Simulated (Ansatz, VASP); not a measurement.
**TiCo: VASP beside Ansatz**

```xyz
2
Lattice="2.9861 0.0000 0.0000 0.0000 2.9861 0.0000 0.0000 0.0000 2.9861" Properties=species:S:1:pos:R:3 pbc="T T T"
Co    1.4931    1.4931    1.4931
Ti    0.0000    0.0000    0.0000
```

Alike in both runs: functional LDA; k mesh 9 × 9 × 9; occupations fermi-dirac, width 0.05 eV; collinear spin.

```csv
,VASP,Ansatz
version,VASP 6.6.1,Ansatz 0.2.0
potentials or method,"VASP PAW LDA potentials, release 64 (Co, Ti_sv), cutoff 520 eV","all-electron LAPW, scalar-relativistic"
task,single point,band structure
```

|  | VASP | Ansatz | Ansatz less VASP |
| --- | --- | --- | --- |
| gap on the k mesh at the Fermi level (eV) | none | none | - |
| pressure (GPa) | -14.8 | -14.7 | +0.10 |
| net moment per atom (μB) | 0.22 | 0.25 | +0.026 |
| size of the moment on the site where the two differ most (μB) | 0.46 | 0.54 | +0.080 |

LDA's correlation is that of Perdew and Zunger in VASP and of Perdew and Wang (1992) in Ansatz. Site moments also hang on the region over which each program counts them. A gap of «none» marks a metal or a gap that the smearing closes. Ansatz ran all-electron here, and VASP with PAW potentials.
